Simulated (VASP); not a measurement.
# BAs (r.bp) (F-43m) in VASP: single point with PBE

Aim: the single point of BAs (r.bp) with PBE.

Everything below comes from runs of VASP 6.6.1. Logs are shortened: lines on timing, memory, paths and dates and some standing lists are left out, and cuts for length are marked.

## 1. The cell of the first run

Symmetry: F-43m, No. 216, cubic system. Conventional cell: a = 4.773 Å, b = 4.773 Å, c = 4.773 Å, α = 90.00°, β = 90.00°, γ = 90.00°. B (site symmetry -43m) has 4 As at 2.07 Å within 2.7 Å. Within 2.7 Å of As (site symmetry -43m) lie 4 B at 2.07 Å.

## 2. Single point, PBE

INCAR

```
PREC = Accurate
ENCUT = 500
EDIFF = 1E-6
ISMEAR = 0
SIGMA = 0.02
LREAL = F
LASPH = T
NELM = 120
ALGO = Normal
ISIF = 2
LWAVE = F
LCHARG = F
GGA = PE
NBANDS = 11
GGA_COMPAT = F
```

KPOINTS

```
Automatic mesh
0
Gamma
  10 10 10
```

POSCAR

```
BAs
1.0
    0.0000000000      2.3865985420      2.3865985420
    2.3865985420      0.0000000000      2.3865985420
    2.3865985420      2.3865985420      0.0000000000
B As
1 1
Direct
    0.0000000000      0.0000000000      0.0000000000
    0.2500000000      0.2500000000      0.2500000000
```

Potentials or basis: VASP PAW PBE potentials, release 64 (B, As).

Run with:

```
cat potpaw_PBE.64/B/POTCAR potpaw_PBE.64/As/POTCAR > POTCAR
mpirun -np 1 vasp_std > vasp.out
```

OUTCAR:

```text
PREC = Accurate
   ENCUT = 500
   EDIFF = 1E-6
   ISMEAR = 0
   LREAL = F
   LASPH = T
   NELM = 120
   ISIF = 2
   GGA = PE

 ion  position               nearest neighbor table
   1  0.000  0.000  0.000-   2 2.07   2 2.07   2 2.07   2 2.07
   2  0.250  0.250  0.250-   1 2.07   1 2.07   1 2.07   1 2.07

  LATTYP: Found a face centered cubic cell.
 ALAT       =     4.7731970840

  Lattice vectors:

 A1 = (   0.0000000000,   2.3865985420,   2.3865985420)
 A2 = (   2.3865985420,   0.0000000000,   2.3865985420)
 A3 = (   2.3865985420,   2.3865985420,   0.0000000000)

Analysis of symmetry for initial positions (statically):
=====================================================================
 Subroutine PRICEL returns:
 Original cell was already a primitive cell.

 Routine SETGRP: Setting up the symmetry group for a
 face centered cubic supercell.

 Subroutine GETGRP returns: Found 24 space group operations
 (whereof 24 operations were pure point group operations)
 out of a pool of 48 trial point group operations.

The static configuration has the point symmetry T_d .

Analysis of symmetry for dynamics (positions and initial velocities):
=====================================================================
 Subroutine PRICEL returns:
 Original cell was already a primitive cell.

 Routine SETGRP: Setting up the symmetry group for a
 face centered cubic supercell.

 Subroutine GETGRP returns: Found 24 space group operations
 (whereof 24 operations were pure point group operations)
 out of a pool of 48 trial point group operations.

The dynamic configuration has the point symmetry T_d .

 Subroutine INISYM returns: Found 24 space group operations
 (whereof 24 operations are pure point group operations),
 and found     1 'primitive' translations

----------------------------------------------------------------------------------------

                                     Primitive cell

  volume of cell :      27.1874

  direct lattice vectors                    reciprocal lattice vectors
     0.000000000  2.386598542  2.386598542    -0.209503187  0.209503187  0.209503187
     2.386598542  0.000000000  2.386598542     0.209503187 -0.209503187  0.209503187
     2.386598542  2.386598542  0.000000000     0.209503187  0.209503187 -0.209503187

  length of vectors
     3.375160026  3.375160026  3.375160026     0.362870164  0.362870164  0.362870164

  position of ions in fractional coordinates (direct lattice)
     0.000000000  0.000000000  0.000000000
     0.250000000  0.250000000  0.250000000

  ion indices of the primitive-cell ions
   primitive index   ion index
                 1           1
                 2           2

----------------------------------------------------------------------------------------

 KPOINTS: Automatic mesh

Automatic generation of k-mesh.
 Grid dimensions read from file:
 generate k-points for:   10   10   10

 Generating k-lattice:

  Cartesian coordinates                     Fractional coordinates (reciprocal lattice)
    -0.020950319  0.020950319  0.020950319     0.100000000  0.000000000  0.000000000
     0.020950319 -0.020950319  0.020950319     0.000000000  0.100000000  0.000000000
     0.020950319  0.020950319 -0.020950319     0.000000000  0.000000000  0.100000000

  Length of vectors
     0.036287016  0.036287016  0.036287016

  Shift w.r.t. Gamma in fractional coordinates (k-lattice)
     0.000000000  0.000000000  0.000000000

 Subroutine IBZKPT returns following result:
 ===========================================

 Found     47 irreducible k-points:

 Following reciprocal coordinates:
            Coordinates               Weight
  0.000000  0.000000  0.000000      1.000000
  0.100000  0.000000  0.000000      8.000000
  0.200000  0.000000  0.000000      8.000000
  0.300000  0.000000  0.000000      8.000000
  0.400000  0.000000  0.000000      8.000000
  0.500000  0.000000  0.000000      4.000000
[... 16 lines left out ...]
  0.300000  0.300000  0.000000      6.000000
  0.400000  0.300000  0.000000     24.000000
 [... further k-points ...]
   k-points           NKPTS =     47   k-points in BZ     NKDIM =     47   number of bands    NBANDS=     11
   number of dos      NEDOS =    301   number of ions     NIONS =      2
   total plane-waves  NPLWV =  21952
   dimension x,y,z NGX =    28 NGY =   28 NGZ =   28
   dimension x,y,z NGXF=    56 NGYF=   56 NGZF=   56
   ions per type =               1   1
   NGX,Y,Z   is equivalent  to a cutoff of  13.79, 13.79, 13.79 a.u.
   NGXF,Y,Z  is equivalent  to a cutoff of  27.58, 27.58, 27.58 a.u.
 SYSTEM =  unknown system
   PREC   = accura    normal or accurate (medium, high low for compatibility)
   ISTART =      0    job   : 0-new  1-cont  2-samecut
   ICHARG =      2    charge: 1-file 2-atom 10-const
   ISPIN  =      1    spin polarized calculation?
   LNONCOLLINEAR =      F non collinear calculations
   LSORBIT =      F    spin-orbit coupling
   LASPH  =      T    aspherical Exc in radial PAW
   ENCUT  =  500.0 eV  36.75 Ry    6.06 a.u.   6.15  6.15  6.15*2*pi/ulx,y,z
   NELM   =    120;   NELMIN=  2; NELMDL= -5     # of ELM steps
   EDIFF  = 0.1E-05   stopping-criterion for ELM
   LREAL  =      F    real-space projection
   EDIFFG = 0.1E-04   stopping-criterion for IOM
   NSW    =      0    number of steps for IOM
   IBRION =     -1    ionic relax: 0-MD 1-quasi-New 2-CG
   NFREE  =      0    steps in history (QN), initial steepest desc. (CG)
   ISIF   =      2    stress and relaxation
   ISYM   =      2    0-nonsym 1-usesym 2-fastsym
   POTIM  = 0.5000    time-step for ionic-motion
   TEBEG  =    0.0;   TEEND  =   0.0 temperature during run
   PSTRESS=    0.0 pullay stress
   NELECT =       8.0000    total number of electrons
   NUPDOWN=      -1.0000    fix difference up-down
   EMIN   =  10.00;   EMAX   =-10.00  energy-range for DOS
   EFERMI =   0.00;   METHOD = LEGACY
   ISMEAR =     0;   SIGMA  =   0.02  broadening in eV -4-tet -1-fermi 0-gaus
   EFERMI_NEDOS =   21; number of points for ismear=-14 and -15
   IALGO  =     38    algorithm
   IMIX   =      4    mixing-type and parameters
     AMIX     =   0.40;   BMIX     =  1.00
     AMIX_MAG =   1.60;   BMIX_MAG =  1.00
  volume/ion in A,a.u.               =      13.59        91.73
  Fermi-wavevector in a.u.,A,eV,Ry     =   1.088885  2.057695 16.132035  1.185671
  Thomas-Fermi vector in A             =   2.225077
   LORBIT       =      0    0 simple, 1 ext, 2 COOP (PROOUT), +10 PAW based schemes
   GGA     = PE    functional components
   LHFCALC =     F    Hartree Fock is set to
   AEXX    =    0.0000 exact exchange contribution
   IVDW    =     0    specifies the selected vdW correction
   LEPSILON=     F    determine dielectric tensor
   LRPA    =     F    only Hartree local field effects (RPA)
 non-spin polarized calculation
 Gauss-broadening in eV      SIGMA  =   0.02
  energy-cutoff  :      500.00
  volume of cell :       27.19
 maximum number of plane-waves:       701
 NGX is ok and might be reduce to    28
   NGX = 13   NGY = 13   NGZ = 13

 number of electron       8.0000000 magnetization

 Free energy of the ion-electron system (eV)
  ---------------------------------------------------
  ext. energy  EPLUGINS =         0.00000000
  ---------------------------------------------------
  free energy    TOTEN  =       -11.40465865 eV

  energy without entropy =      -11.40465865  energy(sigma->0) =      -11.40465865

 E-fermi :   6.2630     XC(G=0): -10.5946

 val. band max:        6.1527833933   @ k =   0.0000   0.0000   0.0000
 cond. band min:       7.3257508078   @ k =   0.4000   0.4000   0.0000
 fundamental gap:      1.1729674146
 Fermi energy:         6.2630362753

 k-point     1 :       0.0000    0.0000    0.0000
  band No.  band energies     occupation
      1      -9.2703      2.00000
      2       6.1528      2.00000
      3       6.1528      2.00000
      4       6.1528      2.00000
      5       9.4322      0.00000
      6       9.4322      0.00000
      7       9.4322      0.00000
      8      10.8700      0.00000
      9      15.7471      0.00000
     10      19.1129      0.00000
     11      19.1129      0.00000

 k-point     2 :       0.1000    0.0000    0.0000
  band No.  band energies     occupation
      1      -9.1058      2.00000
      2       4.7560      2.00000
      3       5.8503      2.00000
      4       5.8503      2.00000
      5       9.5847      0.00000
      6       9.8306      0.00000
      7       9.8306      0.00000
      8      11.7365      0.00000
      9      16.3941      0.00000
     10      18.0424      0.00000
     11      18.0424      0.00000

 k-point     3 :       0.2000    0.0000    0.0000
  band No.  band energies     occupation
      1      -8.6203      2.00000
      2       2.3867      2.00000
      3       5.2742      2.00000
      4       5.2742      2.00000
      5       9.3734      0.00000
      6      10.5489      0.00000
      7      10.5489      0.00000
      8      13.3544      0.00000
      9      17.3218      0.00000
     10      17.3218      0.00000
     11      17.3928      0.00000

 k-point     4 :       0.3000    0.0000    0.0000
  band No.  band energies     occupation
      1      -7.8503      2.00000
      2       0.0903      2.00000
      3       4.7650      2.00000
      4       4.7650      2.00000
      5       9.1027      0.00000
      6      10.9505      0.00000
      7      10.9505      0.00000
      8      14.6132      0.00000
      9      17.5150      0.00000
     10      17.7716      0.00000
     11      17.7716      0.00000
[... 239 lines left out ...]
 k-point    22 :      -0.2000    0.2000    0.0000
  band No.  band energies     occupation
      1      -7.5862      2.00000
      2       0.6758      2.00000
      3       2.0694      2.00000
      4       4.8567      2.00000
      5      10.0951      0.00000
      6      11.2769      0.00000
      7      12.1728      0.00000
      8      13.1709      0.00000
      9      16.0405      0.00000
     10      18.7945      0.00000
     11      20.3592      0.00000

 k-point    23 :       0.3000    0.3000    0.0000
  band No.  band energies     occupation
      1      -7.3498      2.00000
      2       0.9370      2.00000
      3       2.9553      2.00000
      4       2.9553      2.00000
      5       7.5468      0.00000
      6       9.8114      0.00000
      7      14.6212      0.00000
      8      14.6212      0.00000
      9      17.1731      0.00000
     10      21.2458      0.00000
     11      21.2625      0.00000

 k-point    24 :       0.4000    0.3000    0.0000
  band No.  band energies     occupation
      1      -6.6197      2.00000
      2      -0.3114      2.00000
      3       2.1664      2.00000
      4       2.6579      2.00000
      5       7.8477      0.00000
      6       9.5493      0.00000
      7      15.0056      0.00000
      8      15.2370      0.00000
      9      18.2270      0.00000
     10      22.0004      0.00000
     11      22.0399      0.00000

 [... further k-points ...]

------------------------ aborting loop because EDIFF is reached ----------------------------------------

  FORCE on cell =-STRESS in cart. coord.  units (eV):
  Direction    XX          YY          ZZ          XY          YZ          ZX
  --------------------------------------------------------------------------------------
  -------------------------------------------------------------------------------------
  Total        0.6413211      0.6413211      0.6413211     -0.0000000      0.0000000     -0.0000000
  in kB       37.7935745     37.7935745     37.7935745     -0.0000000      0.0000000     -0.0000000
  external PRESSURE =      37.7935745 kB  Pullay stress =       0.0000000 kB

 VOLUME and BASIS-vectors are now :
 -----------------------------------------------------------------------------
  energy-cutoff  :      500.00
  volume of cell :       27.19
      direct lattice vectors                 reciprocal lattice vectors
     0.000000000  2.386598542  2.386598542    -0.209503187  0.209503187  0.209503187
     2.386598542  0.000000000  2.386598542     0.209503187 -0.209503187  0.209503187
     2.386598542  2.386598542  0.000000000     0.209503187  0.209503187 -0.209503187

 POSITION                                       TOTAL-FORCE (eV/Angst)
 -----------------------------------------------------------------------------------
      0.00000      0.00000      0.00000        -0.000000     -0.000000     -0.000000
      1.19330      1.19330      1.19330         0.000000      0.000000      0.000000
 -----------------------------------------------------------------------------------
    total drift:                               -0.000000     -0.000000     -0.000000

  FREE ENERGIE OF THE ION-ELECTRON SYSTEM (eV)
  ---------------------------------------------------
  free  energy   TOTEN  =       -11.4046586531 eV

  energy  without entropy=      -11.4046586531  energy(sigma->0) =      -11.40465865
```

It took 24 s on 1 thread of Intel Xeon 8259CL, shared host; peak memory 0.16 GiB.

Results:

```
Free energy            : -11.4047 eV
Pressure               : 3.8 GPa
Band gap on the k mesh : 1.17 eV, indirect (least direct gap 3.28 eV)
```

Levels at points of the mesh, in eV from the valence-band top:
| k point | band 1 | band 2 | band 3 | band 4 | band 5 | band 6 | band 7 | band 8 |
| --- | --- | --- | --- | --- | --- | --- | --- | --- |
| (0.00, 0.00, 0.00) | -15.42 | 0.00 | 0.00 | 0.00 | 3.28 | 3.28 | 3.28 | 4.72 |
| (0.50, 0.00, 0.00) | -12.54 | -8.81 | -1.83 | -1.83 | 2.71 | 4.78 | 4.78 | 8.87 |
| (0.50, 0.50, 0.00) | -11.22 | -8.54 | -4.09 | -4.09 | 1.42 | 1.44 | 11.39 | 11.39 |

A k mesh can miss the band edges.
